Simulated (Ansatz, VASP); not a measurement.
# PtS2 in VASP and in Ansatz

```
Pt S
1.0
     1.73889    1.00395    5.10228
    -1.73889    1.00395    5.10228
     0.00000   -2.00789    5.10228
Pt S
1 2
Direct
  0.99744 0.99744 0.99744
  0.42545 0.42545 0.42545
  0.24377 0.24377 0.24377
```

Alike in both runs: task single point; functional r2SCAN; dispersion rVV10; k mesh 10 × 10 × 10; occupations fermi-dirac, width 0.03 eV; no spin polarisation.

|  | VASP | Ansatz |
| --- | --- | --- |
| version | VASP 6.6.1 | Ansatz 0.2.0 |
| potentials or method | VASP PAW PBE potentials, release 64 (Pt, S) | plane waves, PAW |
| plane-wave cutoff (eV) | 520 | 500 |
| valence electrons in the cell | 22 | 30 |

Ansatz gave:

* pressure (GPa): 0.1
* traceless stress, the component that is largest in VASP (GPa): 0.16
* rms of the force components (eV/Å): 0.029

Question: Which values does VASP return?

Answer: Pressure (GPa): 0.2; traceless stress, the component that is largest in VASP (GPa): 0.06; rms of the force components (eV/Å): 0.022.

VASP's potentials were made for PBE, not for r2SCAN. Atom by atom the forces differ by 0.007 eV/Å (rms over components). VASP's potentials hold 22 valence electrons a cell and Ansatz's 30, so a difference there can come from the potentials and not from the codes.

Spin-orbit coupling is off throughout.
